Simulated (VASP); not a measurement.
A run of VASP 6.6.1 is set up as follows.

INCAR

```
  PREC = Accurate
  ENCUT = 500
  EDIFF = 1E-6
  ISMEAR = 0
  SIGMA = 0.1
  LREAL = False
  LASPH = True
  NELM = 120
  ALGO = Normal
  ISIF = 2
  LWAVE = False
  LCHARG = False
  GGA = PE
  NBANDS = 14
  GGA_COMPAT = False
```

Contents of KPOINTS:

```
Automatic mesh
0
Gamma
  8 8 8
```

The input POSCAR:

```
Rh
1.0
    0.0000000000      1.9168328422      1.9168328422
    1.9168328422      0.0000000000      1.9168328422
    1.9168328422      1.9168328422      0.0000000000
Rh
1
Direct
    0.0000000000      0.0000000000      0.0000000000
```

Potentials or basis: VASP PAW PBE potentials, release 64 (Rh_pv).

Command:

```console
$ cat potpaw_PBE.64/Rh_pv/POTCAR > POTCAR
$ mpirun -np 1 vasp_std > vasp.out
```

(1) Predict the pressure.

Results:

(1) 0.2 GPa.
